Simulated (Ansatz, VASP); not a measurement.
# KTaO3 in VASP and in Ansatz

File INCAR:

```
ALGO = Normal ; EDIFF = 1E-7
ENCUT = 520 ; GGA = PS
ISIF = 2 ; ISMEAR = 0
LASPH = T ; LCHARG = F
LREAL = F ; LWAVE = F
NBANDS = 27 ; NELM = 60
PREC = Accurate ; SIGMA = 0.05
```

Contents of KPOINTS:

```
k-points
0
Gamma
  8 8 8
```

POSCAR

```
KTaO3
1.0
    4.1296475108      0.0000000000      0.0000000000
    0.0000000000      4.1296475108      0.0000000000
    0.0000000000      0.0000000000      3.8108387230
K Ta O
1 1 3
Direct
    0.5000000000      0.5000000000      0.5000000000
    0.0000000000      0.0000000000      0.0000000000
    0.5000000000      0.0000000000      0.0000000000
    0.0000000000      0.5000000000      0.0000000000
    0.0000000000      0.0000000000      0.5000000000
```

Input for Ansatz:

```yaml
crystal:
  lattice:
    - [4.1296475108, 0.0, 0.0]
    - [0.0, 4.1296475108, 0.0]
    - [0.0, 0.0, 3.810838723]
  atoms:
    - { symbol: K, position: [0.5, 0.5, 0.5] }
    - { symbol: Ta, position: [0.0, 0.0, 0.0] }
    - { symbol: O, position: [0.5, 0.0, 0.0] }
    - { symbol: O, position: [0.0, 0.5, 0.0] }
    - { symbol: O, position: [0.0, 0.0, 0.5] }
basis:
  ecutwfc: 520.0
kpoints:
  mp_grid: { grid: [8, 8, 8] }
hamiltonian:
  xc: pbesol
  pseudopotentials: { kind: paw }
scf:
  occupations: { method: gaussian, width: 0.05 }
output:
  forces: true
  stress: true
  eigenvalues: true
```

Alike in both runs: task single point; functional PBEsol; k mesh 8 × 8 × 8; occupations gaussian, width 0.05 eV; no spin polarisation.

|  | VASP | Ansatz |
| --- | --- | --- |
| version | VASP 6.6.1 | Ansatz 0.2.0 |
| potentials or method | VASP PAW PBE potentials, release 64 (K_sv, Ta_pv, O), cutoff 520 eV | scalar-relativistic, plane waves, PAW |
| valence electrons in the cell | 38 | 40 |

```tsv
	VASP	Ansatz	Ansatz less VASP
gap on the k mesh at the Fermi level (eV)	1.89	1.93	+0.042
least direct gap on the mesh (eV)	2.47	2.52	+0.042
pressure (GPa)	-1.9	-2.6	-0.70
traceless stress, the component that is largest in VASP (GPa)	20.99	20.59	-0.400
```

VASP's potentials were made for PBE, not for PBEsol. VASP's potentials hold 38 valence electrons a cell and Ansatz's 40, so a difference there can come from the potentials and not from the codes.

Spin-orbit coupling is off throughout.
